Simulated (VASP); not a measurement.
Set up this calculation in VASP 6.6.1, as the native input.

```yaml
Task: relaxation of cell and atoms
Functional: PBE
Potentials_or_basis: VASP PAW PBE potentials, release 64 (Nb_sv, O)
Cutoff: 600 eV
k_mesh: 4 × 4 × 4
Occupations: gaussian, width 0.1 eV
Spin: no spin polarisation
Dipole_correction: no
Further_INCAR_settings: ALGO = Normal; EDIFF = 1e-06; IBRION = 2; EDIFFG = -0.04; NSW = 90; ISIF = 3
```

The structure of Nb4O3 lies in POSCAR:

```
Nb4O3
1.0
    4.2059151000      0.0000000000      0.0000000000
    0.0000000000      4.2059151000      0.0000000000
    0.0000000000      0.0000000000      4.2059151000
Nb O
4 3
Direct
    0.5000000000      0.5000000000      0.5000000000
    0.5000000000      0.0000000000      0.0000000000
    0.0000000000      0.5000000000      0.0000000000
    0.0000000000      0.0000000000      0.5000000000
    0.5000000000      0.5000000000      0.0000000000
    0.0000000000      0.5000000000      0.5000000000
    0.5000000000      0.0000000000      0.5000000000
```

The input as run:

INCAR

```
  PREC = Accurate
  ENCUT = 600
  EDIFF = 1E-6
  ISMEAR = 0
  SIGMA = 0.1
  LREAL = F
  LASPH = T
  NELM = 60
  ALGO = Normal
  ISIF = 3
  LWAVE = F
  LCHARG = F
  GGA = PE
  IBRION = 2
  NSW = 90
  EDIFFG = -0.04
```

KPOINTS

```
regular mesh
0
Gamma
  4 4 4
```

Potentials or basis: VASP PAW PBE potentials, release 64 (Nb_sv, O).

Command:

```bash
$ cat potpaw_PBE.64/Nb_sv/POTCAR potpaw_PBE.64/O/POTCAR > POTCAR
$ mpirun -np 1 vasp_std > vasp.out
```

Results of the run:

```json
{
  "Relaxed volume": "12.20 Å³/atom",
  "Relaxed cell": "a = 4.404 Å, b = 4.404 Å, c = 4.404 Å, α = 90.00°, β = 90.00°, γ = 90.00°",
  "Space group after relaxing (to 0.05 Å)": "Pm-3m (No. 221)",
  "Energy gained by relaxing": "188.5 meV/atom",
  "Ionic steps": "4",
  "Pressure after relaxing": "-0.5 GPa",
  "Band gap on the k mesh": "zero (band 35 reaches 13.64 eV, above the bottom of band 36 at 12.91 eV)"
}
```

Caveat: the k points lie up to 0.36 Å⁻¹ apart in the final cell.

Wall time 100 s on 1 thread of Intel(R) Xeon(R) 6975P-C (Granite Rapids), with other jobs on the host, peak memory 0.22 GiB.
